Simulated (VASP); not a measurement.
A run of VASP 6.6.1:

INCAR

```
ALGO     = Normal         # electronic algorithm
EDIFF    = 1E-6           # SCF threshold, eV
ENCUT    = 630            # plane-wave cutoff, eV
GGA      = PE             # functional
GGA_COMPAT= False        
ISIF     = 2              # what is computed and relaxed
ISMEAR   = 0              # smearing method
LASPH    = True           # aspherical terms in the spheres
LCHARG   = False          # write CHGCAR
LREAL    = False          # projectors in reciprocal space
LWAVE    = False          # write WAVECAR
NBANDS   = 27             # bands
NELM     = 120            # most SCF steps
PREC     = Accurate       # precision mode
SIGMA    = 0.15           # smearing width, eV
```

KPOINTS

```
k-points
0
Gamma
  18 18 8
```

File POSCAR:

```
Cd
1.0
    2.8895063328      0.0000000000      0.0000000000
   -1.4447531664      2.5023858886      0.0000000000
    0.0000000000      0.0000000000      5.6176500000
Cd
2
Direct
    0.3333333333      0.6666666667      0.2500000000
    0.6666666667      0.3333333333      0.7500000000
```

Potentials or basis: VASP PAW PBE potentials, release 64 (Cd_sv_GW).

The run is started by

```console
$ cat potpaw_PBE.64/Cd_sv_GW/POTCAR > POTCAR
$ mpirun -np 1 vasp_std > vasp.out
```

Hardware: 1 thread of Intel(R) Xeon(R) Platinum 8259CL CPU @ 2.50GHz (Skylake/Cascade Lake), with other jobs on the host.

Problem. How long does it take, and how much memory?

Solution. Wall time 2.7 min on 1 thread of Intel(R) Xeon(R) Platinum 8259CL CPU @ 2.50GHz (Skylake/Cascade Lake), on a shared host, peak memory 0.37 GiB. Counts: scf iterations 12, k points 185.
